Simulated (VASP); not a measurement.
Input of a VASP 6.6.1 run:

Contents of INCAR:

```
SYSTEM = Tl2Sn2H5
ALGO = Normal ; EDIFF = 1E-6
ENCUT = 520 ; GGA = PE
ISIF = 2 ; ISMEAR = 0
LASPH = .TRUE. ; LCHARG = .FALSE.
LREAL = .FALSE. ; LWAVE = .FALSE.
NBANDS = 40 ; NELM = 100
PREC = Accurate ; SIGMA = 0.1
```

File KPOINTS:

```
k-points
0
G
  6 6 2
  0 0 0
```

POSCAR

```
Tl2Sn2H5
1.0
    4.7875775100      0.0000000000      0.0000000000
   -2.3937887500      4.1461637500      0.0000000000
    0.0000000000      0.0000000000      8.0880242700
Tl Sn H
2 2 5
Direct
    0.3333333300      0.6666666700      0.5000000000
    0.6666666700      0.3333333300      0.5000000000
    0.0000000000      0.0000000000      0.0000000000
    0.0000000000      0.0000000000      0.5000000000
    0.5000000000      0.0000000000      0.0000000000
    0.0000000000      0.5000000000      0.0000000000
    0.5000000000      0.5000000000      0.0000000000
    0.3333333300      0.6666666700      0.0000000000
    0.6666666700      0.3333333300      0.0000000000
```

Potentials or basis: VASP PAW PBE potentials, release 64 (Tl_d, Sn_d, H).

Command:

```sh
$ cat potpaw_PBE.64/Tl_d/POTCAR potpaw_PBE.64/Sn_d/POTCAR potpaw_PBE.64/H/POTCAR > POTCAR
$ mpirun -np 1 vasp_std > vasp.out
```

(1) Estimate the band gap on the k mesh.

(2) Predict the pressure.

Results:

(1) zero (an odd number of electrons rules out a gap without spin polarisation).

(2) 12.9 GPa.

Caveat: the k points lie up to 0.39 Å⁻¹ apart, too coarse for converged energies and pressures of a metal; spin-orbit coupling is left out, which moves the levels of the heavy elements; an odd number of electrons without spin polarisation forces a metal; a magnetic or distorted state may lie lower.
